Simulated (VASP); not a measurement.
# Zr (P6/mmm) in VASP: a series of runs

Zr is run at these levels: PBE; tasks: single point, relaxation of cell and atoms.

All numbers are computed with VASP 6.6.1; they aren't measurements. Logs are shortened: lines on timing, memory, paths and dates and some standing lists are left out, and cuts for length are marked.

### Step 1. The cell of the first run

The structure is hexagonal, space group P6/mmm (No. 191). Conventional cell: a = 2.555 Å, b = 2.555 Å, c = 2.487 Å, α = 90.00°, β = 90.00°, γ = 120.00°. Zr (site symmetry 6/mmm) has 8 Zr at 2.49 to 2.55 Å within 3.3 Å.

This isn't the form of Zr at room conditions, which is hcp.

### Step 2. Single point, PBE

INCAR

```
ALGO = Normal ; EDIFF = 1E-6
ENCUT = 520 ; GGA = PE
ISIF = 2 ; ISMEAR = -1
LASPH = T ; LCHARG = T
LELF = T ; LREAL = F
LVHAR = T ; LWAVE = F
NBANDS = 12 ; NELM = 60
PREC = Accurate ; SIGMA = 0.08
```

KPOINTS

```
k-points
0
Gamma
  17 17 16
```

POSCAR

```
Zr
1.0
    2.5547484515      0.0000000000      0.0000000000
   -1.2773742257      2.2124770593      0.0000000000
    0.0000000000      0.0000000000      2.4866027964
Zr
1
Direct
    0.0000000000      0.0000000000      0.0000000000
```

Potentials or basis: VASP PAW PBE potentials, release 64 (Zr_sv).

Command:

```bash
cat potpaw_PBE.64/Zr_sv/POTCAR > POTCAR
mpirun -np 1 vasp_std > vasp.out
```

OUTCAR:

```text
EDIFF = 1E-6
   ENCUT = 520
   GGA = PE
   ISIF = 2
   ISMEAR = -1
   LASPH = T
   LREAL = F
   NELM = 60
   PREC = Accurate

 ion  position               nearest neighbor table
   1  0.000  0.000  0.000-

  LATTYP: Found a hexagonal cell.
 ALAT       =     2.5547484515
 C/A-ratio  =     0.9733258846

  Lattice vectors:

 A1 = (   2.5547484515,   0.0000000000,   0.0000000000)
 A2 = (  -1.2773742257,   2.2124770593,   0.0000000000)
 A3 = (   0.0000000000,   0.0000000000,   2.4866027964)

Analysis of symmetry for initial positions (statically):
=====================================================================
 Subroutine PRICEL returns:
 Original cell was already a primitive cell.

 Routine SETGRP: Setting up the symmetry group for a
 hexagonal supercell.

 Subroutine GETGRP returns: Found 24 space group operations
 (whereof 24 operations were pure point group operations)
 out of a pool of 24 trial point group operations.

The static configuration has the point symmetry D_6h.

Analysis of symmetry for dynamics (positions and initial velocities):
=====================================================================
 Subroutine PRICEL returns:
 Original cell was already a primitive cell.

 Routine SETGRP: Setting up the symmetry group for a
 hexagonal supercell.

 Subroutine GETGRP returns: Found 24 space group operations
 (whereof 24 operations were pure point group operations)
 out of a pool of 24 trial point group operations.

The dynamic configuration has the point symmetry D_6h.

 Subroutine INISYM returns: Found 24 space group operations
 (whereof 24 operations are pure point group operations),
 and found     1 'primitive' translations

----------------------------------------------------------------------------------------

                                     Primitive cell

  volume of cell :      14.0551

  direct lattice vectors                    reciprocal lattice vectors
     2.554748452  0.000000000  0.000000000     0.391427970  0.225991044  0.000000000
    -1.277374226  2.212477059  0.000000000     0.000000000  0.451982088  0.000000000
     0.000000000  0.000000000  2.486602796     0.000000000  0.000000000  0.402155102

  length of vectors
     2.554748452  2.554748451  2.486602796     0.451982088  0.451982088  0.402155102

  position of ions in fractional coordinates (direct lattice)
     0.000000000  0.000000000  0.000000000

  ion indices of the primitive-cell ions
   primitive index   ion index
                 1           1

----------------------------------------------------------------------------------------

 KPOINTS: k-points

Automatic generation of k-mesh.
 Grid dimensions read from file:
 generate k-points for:   17   17   16

 Generating k-lattice:

  Cartesian coordinates                     Fractional coordinates (reciprocal lattice)
     0.023025175  0.013293591  0.000000000     0.058823529  0.000000000  0.000000000
     0.000000000  0.026587182  0.000000000     0.000000000  0.058823529  0.000000000
     0.000000000  0.000000000  0.025134694     0.000000000  0.000000000  0.062500000

  Length of vectors
     0.026587182  0.026587182  0.025134694

  Shift w.r.t. Gamma in fractional coordinates (k-lattice)
     0.000000000  0.000000000  0.000000000

 Subroutine IBZKPT returns following result:
 ===========================================

 Found    297 irreducible k-points:

 Following reciprocal coordinates:
            Coordinates               Weight
  0.000000  0.000000  0.000000      1.000000
  0.058824 -0.000000  0.000000      6.000000
  0.117647 -0.000000  0.000000      6.000000
  0.176471  0.000000  0.000000      6.000000
  0.235294 -0.000000  0.000000      6.000000
  0.294118 -0.000000  0.000000      6.000000
[... 16 lines left out ...]
  0.411765  0.117647  0.000000     12.000000
  0.176471  0.176471  0.000000      6.000000
 [... further k-points ...]
   k-points           NKPTS =    297   k-points in BZ     NKDIM =    297   number of bands    NBANDS=     12
   number of dos      NEDOS =    301   number of ions     NIONS =      1
   total plane-waves  NPLWV =   7200
   dimension x,y,z NGX =    20 NGY =   20 NGZ =   18
   dimension x,y,z NGXF=    40 NGYF=   40 NGZF=   36
   ions per type =               1
   NGX,Y,Z   is equivalent  to a cutoff of  13.01, 13.01, 12.03 a.u.
   NGXF,Y,Z  is equivalent  to a cutoff of  26.03, 26.03, 24.07 a.u.
 SYSTEM =  unknown system
   PREC   = accura    normal or accurate (medium, high low for compatibility)
   ISTART =      0    job   : 0-new  1-cont  2-samecut
   ICHARG =      2    charge: 1-file 2-atom 10-const
   ISPIN  =      1    spin polarized calculation?
   LNONCOLLINEAR =      F non collinear calculations
   LSORBIT =      F    spin-orbit coupling
   LASPH  =      T    aspherical Exc in radial PAW
   ENCUT  =  520.0 eV  38.22 Ry    6.18 a.u.   4.75  4.75  4.62*2*pi/ulx,y,z
   NELM   =     60;   NELMIN=  2; NELMDL= -5     # of ELM steps
   EDIFF  = 0.1E-05   stopping-criterion for ELM
   LREAL  =      F    real-space projection
   EDIFFG = 0.1E-04   stopping-criterion for IOM
   NSW    =      0    number of steps for IOM
   IBRION =     -1    ionic relax: 0-MD 1-quasi-New 2-CG
   NFREE  =      0    steps in history (QN), initial steepest desc. (CG)
   ISIF   =      2    stress and relaxation
   ISYM   =      2    0-nonsym 1-usesym 2-fastsym
   POTIM  = 0.5000    time-step for ionic-motion
   TEBEG  =    0.0;   TEEND  =   0.0 temperature during run
   PSTRESS=    0.0 pullay stress
   NELECT =      12.0000    total number of electrons
   NUPDOWN=      -1.0000    fix difference up-down
   EMIN   =  10.00;   EMAX   =-10.00  energy-range for DOS
   EFERMI =   0.00;   METHOD = LEGACY
   ISMEAR =    -1;   SIGMA  =   0.08  broadening in eV -4-tet -1-fermi 0-gaus
   EFERMI_NEDOS =   21; number of points for ismear=-14 and -15
   IALGO  =     38    algorithm
   IMIX   =      4    mixing-type and parameters
     AMIX     =   0.40;   BMIX     =  1.00
     AMIX_MAG =   1.60;   BMIX_MAG =  1.00
  volume/ion in A,a.u.               =      14.06        94.85
  Fermi-wavevector in a.u.,A,eV,Ry     =   1.553069  2.934875 32.817577  2.412024
  Thomas-Fermi vector in A             =   2.657353
   LORBIT       =      0    0 simple, 1 ext, 2 COOP (PROOUT), +10 PAW based schemes
   GGA     = PE    functional components
   LHFCALC =     F    Hartree Fock is set to
   AEXX    =    0.0000 exact exchange contribution
   IVDW    =     0    specifies the selected vdW correction
   LEPSILON=     F    determine dielectric tensor
   LRPA    =     F    only Hartree local field effects (RPA)
 non-spin polarized calculation
  energy-cutoff  :      520.00
  volume of cell :       14.06
 maximum number of plane-waves:       405
 NGX is ok and might be reduce to    20
   NGX =  9   NGY =  9   NGZ =  9

 number of electron      12.0000000 magnetization

 Free energy of the ion-electron system (eV)
  ---------------------------------------------------
  ext. energy  EPLUGINS =         0.00000000
  ---------------------------------------------------
  free energy    TOTEN  =        -5.94475898 eV

  energy without entropy =       -5.93293713  energy(sigma->0) =       -5.93884805

 E-fermi :  15.5163     XC(G=0): -13.5733

 val. band max:       15.5134489004   @ k =   0.1765   0.0588   0.1250
 cond. band min:      15.5204091873   @ k =   0.2941   0.1765   0.4375
 fundamental gap:      0.0069602868
 Fermi energy:        15.5163323716

 k-point     1 :       0.0000    0.0000    0.0000
  band No.  band energies     occupation
      1     -33.4472      2.00000
      2      -9.1913      2.00000
      3      -8.6921      2.00000
      4      -8.6921      2.00000
      5      10.4344      2.00000
      6      11.8788      2.00000
      7      16.6771      0.00000
      8      16.6771      0.00000
      9      25.2911      0.00000
     10      25.2911      0.00000
     11      27.5996      0.00000
     12      32.8216      0.00000

 k-point     2 :       0.0588   -0.0000    0.0000
  band No.  band energies     occupation
      1     -33.4138      2.00000
      2      -9.1700      2.00000
      3      -8.8852      2.00000
      4      -8.7325      2.00000
      5      10.6146      2.00000
      6      12.0332      2.00000
      7      16.3889      0.00004
      8      16.8833      0.00000
      9      24.8356      0.00000
     10      25.2316      0.00000
     11      28.1921      0.00000
     12      33.3834      0.00000

 k-point     3 :       0.1176   -0.0000    0.0000
  band No.  band energies     occupation
      1     -33.3169      2.00000
      2      -9.4187      2.00000
      3      -9.1085      2.00000
      4      -8.8467      2.00000
      5      11.0522      2.00000
      6      12.4824      2.00000
      7      15.7679      0.08263
      8      17.4916      0.00000
      9      23.7733      0.00000
     10      25.0653      0.00000
     11      29.7720      0.00000
     12      34.7275      0.00000

 k-point     4 :       0.1765    0.0000    0.0000
  band No.  band energies     occupation
      1     -33.1662      2.00000
      2     -10.1800      2.00000
      3      -9.0154      2.00000
      4      -9.0139      2.00000
      5      11.5690      2.00000
      6      12.9166      2.00000
      7      15.4706      1.27845
      8      18.4735      0.00000
      9      22.5276      0.00000
     10      24.8239      0.00000
     11      31.9451      0.00000
     12      34.2994      0.00000

 k-point     5 :       0.2353   -0.0000    0.0000
  band No.  band energies     occupation
      1     -32.9782      2.00000
      2     -11.0385      2.00000
      3      -9.2119      2.00000
      4      -8.8978      2.00000
      5      12.0251      2.00000
      6      12.7755      2.00000
      7      16.2083      0.00035
      8      19.7835      0.00000
      9      21.3246      0.00000
     10      24.5483      0.00000
     11      32.3823      0.00000
     12      34.5463      0.00000
[... 228 lines left out ...]
      1     -32.5338      2.00000
      2     -12.5343      2.00000
      3      -9.9912      2.00000
      4      -8.6317      2.00000
      5      12.3140      2.00000
      6      13.7111      2.00000
      7      17.5673      0.00000
      8      19.5253      0.00000
      9      23.3411      0.00000
     10      23.8195      0.00000
     11      30.8396      0.00000
     12      32.5759      0.00000

 k-point    22 :       0.3529    0.1176    0.0000
  band No.  band energies     occupation
      1     -32.3946      2.00000
      2     -12.9881      2.00000
      3     -10.1653      2.00000
      4      -8.5509      2.00000
      5      11.9389      2.00000
      6      14.2273      2.00000
      7      18.6097      0.00000
      8      19.0315      0.00000
      9      23.0890      0.00000
     10      24.9404      0.00000
     11      30.8417      0.00000
     12      32.0462      0.00000

 k-point    23 :       0.4118    0.1176    0.0000
  band No.  band energies     occupation
      1     -32.3183      2.00000
      2     -13.2289      2.00000
      3     -10.2566      2.00000
      4      -8.5071      2.00000
      5      11.7444      2.00000
      6      14.5442      1.99999
      7      18.7769      0.00000
      8      19.1380      0.00000
      9      22.9579      0.00000
     10      25.7610      0.00000
     11      30.6637      0.00000
     12      31.7027      0.00000

 k-point    24 :       0.1765    0.1765    0.0000
  band No.  band energies     occupation
      1     -32.7301      2.00000
      2     -11.7705      2.00000
      3      -9.8429      2.00000
      4      -8.7476      2.00000
      5      12.9930      2.00000
      6      13.8906      2.00000
      7      15.0603      1.99333
      8      20.4052      0.00000
      9      22.4318      0.00000
     10      23.5354      0.00000
     11      31.9484      0.00000
     12      32.4969      0.00000

 [... further k-points ...]

------------------------ aborting loop because EDIFF is reached ----------------------------------------

  FORCE on cell =-STRESS in cart. coord.  units (eV):
  Direction    XX          YY          ZZ          XY          YZ          ZX
  --------------------------------------------------------------------------------------
  -------------------------------------------------------------------------------------
  Total        9.7198019      9.7198019      9.7117451      0.0000000      0.0000000     -0.0000000
  in kB     1107.9869812   1107.9869812   1107.0685668      0.0000000      0.0000000     -0.0000000
  external PRESSURE =    1107.6808431 kB  Pullay stress =       0.0000000 kB

 VOLUME and BASIS-vectors are now :
 -----------------------------------------------------------------------------
  energy-cutoff  :      520.00
  volume of cell :       14.06
      direct lattice vectors                 reciprocal lattice vectors
     2.554748452  0.000000000  0.000000000     0.391427970  0.225991044  0.000000000
    -1.277374226  2.212477059  0.000000000     0.000000000  0.451982088  0.000000000
     0.000000000  0.000000000  2.486602796     0.000000000  0.000000000  0.402155102

 POSITION                                       TOTAL-FORCE (eV/Angst)
 -----------------------------------------------------------------------------------
      0.00000      0.00000      0.00000        -0.000000      0.000000      0.000000
 -----------------------------------------------------------------------------------
    total drift:                               -0.000000      0.000000     -0.000000

  FREE ENERGIE OF THE ION-ELECTRON SYSTEM (eV)
  ---------------------------------------------------
  free  energy   TOTEN  =        -5.9447589824 eV

  energy  without entropy=       -5.9329371259  energy(sigma->0) =       -5.93884805
```

Wall time 69 s (1 thread of AMD EPYC 7R13, shared host); peak memory 0.13 GiB.

What came out:

```
Free energy            : -5.9448 eV
Pressure               : 110.8 GPa
Band gap on the k mesh : zero (bands 6 and 7 overlap by 3.09 eV)
```

Caveat: the cell stands under pressure.

### Step 3. Single point, PBE

INCAR

```
PREC = Accurate
ENCUT = 520
EDIFF = 1E-6
ISMEAR = -1
SIGMA = 0.08
LREAL = False
LASPH = True
NELM = 80
ALGO = Normal
ISIF = 2
LWAVE = False
LCHARG = True
GGA = PE
LELF = True
LVHAR = True
NBANDS = 12
```

KPOINTS

```
Automatic mesh
0
Gamma
  17 17 16
```

POSCAR

```
Zr
1.0
    2.5547484515      0.0000000000      0.0000000000
   -1.2773742258      2.2124770593      0.0000000000
    0.0000000000      0.0000000000      2.4866027964
Zr
1
Direct
    0.0000000000      0.0000000000      0.0000000000
```

Potentials or basis: VASP PAW PBE potentials, release 64 (Zr_sv).

Command:

```bash
cat potpaw_PBE.64/Zr_sv/POTCAR > POTCAR
mpirun -np 1 vasp_std > vasp.out
```

Run time: 75 s. Hardware: 1 thread of AMD EPYC 7R13, shared host; peak memory 0.13 GiB.

The run converged. Its results:

- Free energy: -5.9448 eV
- Pressure: 110.8 GPa
- Band gap on the k mesh: zero (bands 6 and 7 overlap by 3.09 eV)

Stress tensor (GPa, compression positive):
```
110.80   0.00   0.00
  0.00 110.80   0.00
  0.00   0.00 110.71
```

Levels at points of the mesh, in eV from the Fermi level:
```
           k point  band 3  band 4  band 5  band 6  band 7  band 8  band 9  band 10
(0.00, 0.00, 0.00)  -24.21  -24.21   -5.08   -3.64    1.16    1.16    9.77     9.77
(0.00, 0.00, 0.50)  -23.81  -23.81   -1.66    2.19    2.41    2.41    4.60     4.60
```

Caveat: the cell stands under pressure.

[end of part 1 of 2]

The gap in the log of VASP goes by the Fermi energy; the results here count the filled bands.